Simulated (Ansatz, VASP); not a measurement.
# TiO2 in VASP and in Ansatz

```xyz
6
Lattice="4.5969 0.0000 0.0000 0.0000 4.5969 0.0000 0.0000 0.0000 2.9535" Properties=species:S:1:pos:R:3 pbc="T T T"
Ti    0.0000    0.0000    0.0000
Ti    2.2984    2.2984    1.4767
O     1.4004    1.4004    0.0000
O     0.8980    3.6988    1.4767
O     3.6988    0.8980    1.4767
O     3.1965    3.1965    0.0000
```

Alike in both runs: task single point; functional r2SCAN; k mesh 6 × 6 × 8; no spin polarisation.

```csv
,VASP,Ansatz
version,VASP 6.6.1,Ansatz 0.2.0
potentials or method,"VASP PAW PBE potentials, release 64 (Ti_sv, O)","plane waves, PAW"
plane-wave cutoff (eV),520,500
occupations,"gaussian, width 0.01 eV",fixed
valence electrons in the cell,48,48
```

Ansatz gave:

```
gap on the k mesh at the Fermi level (eV)                     : 2.22
pressure (GPa)                                                : 0.0
traceless stress, the component that is largest in VASP (GPa) : 0.02
rms of the force components (eV/Å)                            : 0.002
```

Question: Which values does VASP return?

Answer: gap on the k mesh at the Fermi level (eV): 2.23; pressure (GPa): 1.3; traceless stress, the component that is largest in VASP (GPa): 0.49; rms of the force components (eV/Å): 0.018.

VASP's potentials were made for PBE, not for r2SCAN. Atom by atom the forces differ by 0.016 eV/Å (rms over components).
